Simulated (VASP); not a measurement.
# CoO (P-6m2) in VASP: a series of runs

CoO is run at these levels: PBE-based screened hybrid, PBE; tasks: single point.

Everything below comes from runs of VASP 6.6.1. Logs are shortened: lines on timing, memory, paths and dates and some standing lists are left out, and cuts for length are marked.

### 1 The cell of the first run

It takes space group P-6m2 (No. 187, hexagonal). The conventional cell has a = 2.818 Å, b = 2.818 Å, c = 2.709 Å, α = 90.00°, β = 90.00°, γ = 120.00°. Co (site symmetry -6m2) has 6 O at 2.12 Å and 2 Co at 2.71 Å within 2.8 Å. Within 2.8 Å of O (site symmetry -6m2) lie 6 Co at 2.12 Å and 2 O at 2.71 Å.

### 2 Single point, PBE-based screened hybrid, collinear spin, ferromagnetic start

File POSCAR:

```
CoO
1.0
    2.8183737737      0.0000028765      0.0000000000
   -1.4091893779      2.4407818471      0.0000000000
    0.0000000000      0.0000000000      2.7090247216
Co O
1 1
Direct
    0.0000000000      0.0000000000      0.5000000000
    0.6666666667      0.3333333333      0.0000000000
```

File INCAR.step1:

```
ALGO = Normal ; EDIFF = 1E-5
ENCUT = 520 ; GGA = PE
ISIF = 2 ; ISMEAR = -1
ISPIN = 2 ; LASPH = T
LCHARG = F ; LMAXMIX = 4
LORBIT = 11 ; LREAL = F
LWAVE = T ; MAGMOM = 2 0
NBANDS = 18 ; NELM = 150
PREC = Accurate ; SIGMA = 0.05
```

File INCAR.step2:

```
AEXX = 0.25 ; ALGO = Normal
EDIFF = 1E-6 ; ENCUT = 520
GGA = PE ; HFSCREEN = 0.3
ISIF = 2 ; ISMEAR = -1
ISPIN = 2 ; ISTART = 1
LASPH = T ; LCHARG = F
LHFCALC = T ; LMAXMIX = 4
LORBIT = 11 ; LREAL = F
LWAVE = F ; MAGMOM = 2 0
NBANDS = 18 ; NELM = 150
PREC = Accurate ; PRECFOCK = Normal
SIGMA = 0.05
```

File KPOINTS:

```
k-points
0
Gamma
  6 6 5
```

Potentials or basis: VASP PAW PBE potentials, release 64 (Co, O).

On the command line:

```
$ cat potpaw_PBE.64/Co/POTCAR potpaw_PBE.64/O/POTCAR > POTCAR
$ cp INCAR.step1 INCAR
$ mpirun -np 1 vasp_std > vasp.out
$ cp INCAR.step2 INCAR
$ mpirun -np 1 vasp_std > vasp.out
```

OUTCAR:

```text
AEXX = 0.25
   EDIFF = 1E-6
   ENCUT = 520
   GGA = PE
   HFSCREEN = 0.3
   ISIF = 2
   ISMEAR = -1
   ISPIN = 2
   ISTART = 1
   LASPH = T
   LHFCALC = T
   LORBIT = 11
   LREAL = F
   NELM = 150
   PREC = Accurate
   PRECFOCK = Normal

 ion  position               nearest neighbor table
   1  0.000  0.000  0.500-   2 2.12   2 2.12   2 2.12   2 2.12   2 2.12   2 2.12
   2  0.667  0.333  0.000-   1 2.12   1 2.12   1 2.12   1 2.12   1 2.12   1 2.12

  LATTYP: Found a hexagonal cell.
 ALAT       =     2.8183737737
 C/A-ratio  =     0.9612013661

  Lattice vectors:

 A1 = (   2.8183737737,   0.0000028765,   0.0000000000)
 A2 = (  -1.4091893779,   2.4407818471,   0.0000000000)
 A3 = (   0.0000000000,   0.0000000000,   2.7090247216)

Analysis of symmetry for initial positions (statically):
=====================================================================
 Subroutine PRICEL returns:
 Original cell was already a primitive cell.

 Routine SETGRP: Setting up the symmetry group for a
 hexagonal supercell.

 Subroutine GETGRP returns: Found 12 space group operations
 (whereof 12 operations were pure point group operations)
 out of a pool of 24 trial point group operations.

The static configuration has the point symmetry D_3h.

Analysis of symmetry for dynamics (positions and initial velocities):
=====================================================================
 Subroutine PRICEL returns:
 Original cell was already a primitive cell.

 Routine SETGRP: Setting up the symmetry group for a
 hexagonal supercell.

 Subroutine GETGRP returns: Found 12 space group operations
 (whereof 12 operations were pure point group operations)
 out of a pool of 24 trial point group operations.

The dynamic configuration has the point symmetry D_3h.

Analysis of structural, dynamic, and magnetic symmetry:
=====================================================================
 Subroutine PRICEL returns:
 Original cell was already a primitive cell.

 Routine SETGRP: Setting up the symmetry group for a
 hexagonal supercell.

 Subroutine GETGRP returns: Found 12 space group operations
 (whereof 12 operations were pure point group operations)
 out of a pool of 24 trial point group operations.

The overall configuration has the point symmetry D_3h.

 Subroutine INISYM returns: Found 12 space group operations
 (whereof 12 operations are pure point group operations),
 and found     1 'primitive' translations

----------------------------------------------------------------------------------------

                                     Primitive cell

  volume of cell :      18.6355

  direct lattice vectors                    reciprocal lattice vectors
     2.818373774  0.000002876  0.000000000     0.354814333  0.204852634  0.000000000
    -1.409189378  2.440781847  0.000000000    -0.000000418  0.409704543  0.000000000
     0.000000000  0.000000000  2.709024722     0.000000000  0.000000000  0.369136535

  length of vectors
     2.818373774  2.818373774  2.709024722     0.409704543  0.409704543  0.369136535

  position of ions in fractional coordinates (direct lattice)
     0.000000000  0.000000000  0.500000000
     0.666666667  0.333333333  0.000000000

  ion indices of the primitive-cell ions
   primitive index   ion index
                 1           1
                 2           2

----------------------------------------------------------------------------------------

 KPOINTS: k-points

Automatic generation of k-mesh.
 Grid dimensions read from file:
 generate k-points for:    6    6    5

 Generating k-lattice:

  Cartesian coordinates                     Fractional coordinates (reciprocal lattice)
     0.059135722  0.034142106  0.000000000     0.166666667 -0.000000000  0.000000000
    -0.000000070  0.068284090  0.000000000     0.000000000  0.166666667  0.000000000
     0.000000000  0.000000000  0.073827307     0.000000000  0.000000000  0.200000000

  Length of vectors
     0.068284090  0.068284090  0.073827307

  Shift w.r.t. Gamma in fractional coordinates (k-lattice)
     0.000000000  0.000000000  0.000000000

 Subroutine IBZKPT returns following result:
 ===========================================

 Found     21 irreducible k-points:

 Following reciprocal coordinates:
            Coordinates               Weight
  0.000000  0.000000  0.000000      1.000000
  0.166667  0.000000  0.000000      6.000000
  0.333333  0.000000  0.000000      6.000000
  0.500000  0.000000  0.000000      3.000000
  0.166667  0.166667  0.000000      6.000000
  0.333333  0.166667  0.000000     12.000000
[... 13 lines left out ...]
  0.333333  0.166667  0.400000     24.000000
  0.333333  0.333333  0.400000      4.000000
   k-points           NKPTS =     21   k-points in BZ     NKDIM =    180   number of bands    NBANDS=     18
   number of dos      NEDOS =    301   number of ions     NIONS =      2
   total plane-waves  NPLWV =  11520
   dimension x,y,z NGX =    24 NGY =   24 NGZ =   20
   dimension x,y,z NGXF=    48 NGYF=   48 NGZF=   40
   ions per type =               1   1
   NGX,Y,Z   is equivalent  to a cutoff of  14.16, 14.16, 12.27 a.u.
   NGXF,Y,Z  is equivalent  to a cutoff of  28.31, 28.31, 24.55 a.u.
 SYSTEM =  unknown system
   PREC   = accura    normal or accurate (medium, high low for compatibility)
   ISTART =      1    job   : 0-new  1-cont  2-samecut
   ICHARG =      0    charge: 1-file 2-atom 10-const
   ISPIN  =      2    spin polarized calculation?
   LNONCOLLINEAR =      F non collinear calculations
   LSORBIT =      F    spin-orbit coupling
   LASPH  =      T    aspherical Exc in radial PAW
   ENCUT  =  520.0 eV  38.22 Ry    6.18 a.u.   5.24  5.24  5.04*2*pi/ulx,y,z
   NELM   =    150;   NELMIN=  2; NELMDL=  0     # of ELM steps
   EDIFF  = 0.1E-05   stopping-criterion for ELM
   LREAL  =      F    real-space projection
   EDIFFG = 0.1E-04   stopping-criterion for IOM
   NSW    =      0    number of steps for IOM
   IBRION =     -1    ionic relax: 0-MD 1-quasi-New 2-CG
   NFREE  =      0    steps in history (QN), initial steepest desc. (CG)
   ISIF   =      2    stress and relaxation
   ISYM   =      3    0-nonsym 1-usesym 2-fastsym
   POTIM  = 0.5000    time-step for ionic-motion
   TEBEG  =    0.0;   TEEND  =   0.0 temperature during run
   PSTRESS=    0.0 pullay stress
   NELECT =      15.0000    total number of electrons
   NUPDOWN=      -1.0000    fix difference up-down
   EMIN   =  10.00;   EMAX   =-10.00  energy-range for DOS
   EFERMI =   0.00;   METHOD = LEGACY
   ISMEAR =    -1;   SIGMA  =   0.05  broadening in eV -4-tet -1-fermi 0-gaus
   EFERMI_NEDOS =   21; number of points for ismear=-14 and -15
   IALGO  =     38    algorithm
   IMIX   =      1    mixing-type and parameters
     AMIX     =   0.40;   BMIX     =  1.00
     AMIX_MAG =   1.60;   BMIX_MAG =  1.00
  volume/ion in A,a.u.               =       9.32        62.88
  Fermi-wavevector in a.u.,A,eV,Ry     =   1.522854  2.877777 31.553066  2.319085
  Thomas-Fermi vector in A             =   2.631377
   LORBIT       =     11    0 simple, 1 ext, 2 COOP (PROOUT), +10 PAW based schemes
   GGA     = PE    functional components
   LHFCALC =     T    Hartree Fock is set to
   PRECFOCK=normal    Normal, Fast or Accurate (Low or Medium for compatibility)
   ENCUT4O =  -1.0   cutoff for four orbital integrals eV
   NKREDX  =     1    reduce k-point grid by
   NKREDY  =     1    reduce k-point grid by
   NKREDZ  =     1    reduce k-point grid by
   AEXX    =    0.2500 exact exchange contribution
   HFSCREEN=    0.3000 screening length (either q_TF or 0.3 A-1)
   HFSCREENC=   0.3000 screening length for correlation (either q_TF or 0.3 A-1)
   ENCUTFOCK=  -1.0 apply spherical cutoff to Coloumb kernel
   IVDW    =     0    specifies the selected vdW correction
   LEPSILON=     F    determine dielectric tensor
   LRPA    =     F    only Hartree local field effects (RPA)
 spin polarized calculation
  energy-cutoff  :      520.00
  volume of cell :       18.64
 maximum number of plane-waves:       515
 NGX is ok and might be reduce to    24
  NGX = 16; NGY = 16; NGZ = 16

 number of electron      14.9999997 magnetization       2.9999996

 Free energy of the ion-electron system (eV)
  ---------------------------------------------------
  ext. energy  EPLUGINS =         0.00000000
  ---------------------------------------------------
  free energy    TOTEN  =       -17.59711627 eV

  energy without entropy =      -17.59195908  energy(sigma->0) =      -17.59453767

 E-fermi :   8.2132     XC(G=0): -10.4514

 val. band max:        8.2025056364   @ k =   0.1667   0.1667   0.4000
 cond. band min:       8.3426163170   @ k =   0.3333   0.0000   0.4000
 fundamental gap:      0.1401106806
 Fermi energy:         8.2132104949

 spin component 1

 k-point     1 :       0.0000    0.0000    0.0000
  band No.  band energies     occupation
      1     -14.5564      1.00000
      2       1.1271      1.00000
      3       1.1271      1.00000
      4       1.9401      1.00000
      5       2.5035      1.00000
      6       2.5035      1.00000
[... 10 lines left out ...]
     17      36.1090      0.00000
     18      40.3695      0.00000
[... 402 lines left out ...]
      1     -12.6472      1.00000
      2      -0.9394      1.00000
      3      -0.3190      1.00000
      4       1.7153      1.00000
      5       2.3561      1.00000
      6       2.8067      1.00000
[... 10 lines left out ...]
     17      40.9800      0.00000
     18      41.9407      0.00000
 Fermi energy:         8.2132104949

 spin component 2

 k-point     1 :       0.0000    0.0000    0.0000
  band No.  band energies     occupation
      1     -13.8740      1.00000
      2       3.4780      1.00000
      3       3.8783      1.00000
      4       3.8783      1.00000
      5       4.7308      1.00000
      6       9.4523      0.00000
[... 10 lines left out ...]
     17      36.9813      0.00000
     18      40.6691      0.00000
[... 403 lines left out ...]
      2       1.1905      1.00000
      3       1.5107      1.00000
      4       2.5452      1.00000
      5       6.1251      1.00000
      6       6.8132      1.00000
[... 10 lines left out ...]
     17      41.3229      0.00000
     18      42.7935      0.00000

------------------------ aborting loop because EDIFF is reached ----------------------------------------

  FORCE on cell =-STRESS in cart. coord.  units (eV):
  Direction    XX          YY          ZZ          XY          YZ          ZX
  --------------------------------------------------------------------------------------
  -------------------------------------------------------------------------------------
  Total        0.0372863      0.0372863     -0.0356424      0.0000000      0.0000000      0.0000000
  in kB        3.2056699      3.2056699     -3.0643391      0.0000000      0.0000000      0.0000000
  external PRESSURE =       1.1156669 kB  Pullay stress =       0.0000000 kB

 VOLUME and BASIS-vectors are now :
 -----------------------------------------------------------------------------
  energy-cutoff  :      520.00
  volume of cell :       18.64
      direct lattice vectors                 reciprocal lattice vectors
     2.818373774  0.000002876  0.000000000     0.354814333  0.204852634  0.000000000
    -1.409189378  2.440781847  0.000000000    -0.000000418  0.409704543  0.000000000
     0.000000000  0.000000000  2.709024722     0.000000000  0.000000000  0.369136535

 POSITION                                       TOTAL-FORCE (eV/Angst)
 -----------------------------------------------------------------------------------
      0.00000      0.00000      1.35451        -0.000000      0.000000      0.000000
      1.40919      0.81360      0.00000         0.000000     -0.000000      0.000000
 -----------------------------------------------------------------------------------
    total drift:                                0.000001      0.000000     -0.000000

  FREE ENERGIE OF THE ION-ELECTRON SYSTEM (eV)
  ---------------------------------------------------
  free  energy   TOTEN  =       -17.5971162670 eV

  energy  without entropy=      -17.5919590803  energy(sigma->0) =      -17.59453767

 total charge

# of ion       s       p       d       tot
------------------------------------------
    1        0.310   0.414   7.080   7.804
    2        1.559   3.484   0.000   5.043
--------------------------------------------------
tot          1.869   3.898   7.080  12.847

 magnetization (x)

# of ion       s       p       d       tot
------------------------------------------
    1       -0.002  -0.004   2.688   2.683
    2        0.026   0.278   0.000   0.305
--------------------------------------------------
tot          0.025   0.274   2.688   2.987
```

It took 31 min on 1 thread of Intel Xeon Platinum 8375C at 2.90GHz (Ice Lake), shared host; peak memory 0.26 GiB.

What came out:

```
Free energy                                           : -17.5971 eV
Pressure                                              : 0.1 GPa
Band gap on the k mesh                                : zero (filled and empty bands overlap)
Net moment                                            : 3.00 μB per cell
Site moments                                          : Co +2.68; O +0.30 μB
Valence electrons inside the program's atomic spheres : Co 7.80; O 5.04
```

Levels at points of the mesh, in eV from the Fermi level:
Spin up:
```
           k point  band 6  band 7  band 8  band 9  band 10  band 11  band 12  band 13
(0.00, 0.00, 0.00)   -5.71   -4.32   -2.29   -2.29     1.39    15.51    17.16    17.16
(0.50, 0.00, 0.00)   -5.60   -4.16   -4.13   -1.85     6.30    10.00    15.66    18.52
```
Spin down:
```tsv
k point	band 4	band 5	band 6	band 7	band 8	band 9
(0.00, 0.00, 0.00)	-4.33	-3.48	1.24	1.24	1.86	2.67
(0.50, 0.00, 0.00)	-3.89	-3.88	-0.43	0.73	2.42	3.84
```

Caveat: the k points lie up to 0.46 Å⁻¹ apart; the PAW data sets were made with another functional, which shifts forces and pressure a little; a cell with one magnetic atom can't hold antiferromagnetic order, which such compounds often take; semilocal functionals often make such compounds metallic where correlation or magnetic order opens a gap, which also shifts bond lengths.

(Continued in part 2 of 2.)
